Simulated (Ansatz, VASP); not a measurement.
**Two plane-wave programs on Mo**

```xyz
9
Lattice="3.1600 0.0000 0.0000 0.0000 3.1600 0.0000 0.0000 0.0000 24.6400" Properties=species:S:1:pos:R:3 pbc="T T T"
Mo    0.0000    0.0000    6.1639
Mo    1.5800    1.5800    7.5424
Mo    0.0000    0.0000    9.1698
Mo    1.5800    1.5800   10.7450
Mo    0.0000    0.0000   12.3200
Mo    1.5800    1.5800   13.8950
Mo    0.0000    0.0000   15.4702
Mo    1.5800    1.5800   17.0976
Mo    0.0000    0.0000   18.4761
```

Alike in both runs: functional PBE; k mesh 16 × 16 × 1; occupations methfessel-paxton of order 1, width 0.1 eV; no spin polarisation.

Ansatz relaxed the structure, and its values are those at the end. VASP's run is a single point on that final structure, the one shown.

|  | VASP | Ansatz |
| --- | --- | --- |
| version | VASP 6.6.1 | Ansatz 0.2.0 |
| potentials or method | VASP PAW PBE potentials, release 64 (Mo_sv) | scalar-relativistic, plane waves, PAW |
| plane-wave cutoff (eV) | 520 | 420 |
| valence electrons in the cell | 126 | 126 |

VASP gave:

- gap on the k mesh at the Fermi level (eV): none
- rms of the force components (eV/Å): 0.014

**Question.** Estimate Ansatz's values.

**Answer.** gap on the k mesh at the Fermi level (eV): none; rms of the force components (eV/Å): 0.006.

A gap of «none» marks a metal or a gap that the smearing closes. With one functional, cell and mesh, what is left measures potentials, basis and numerics.
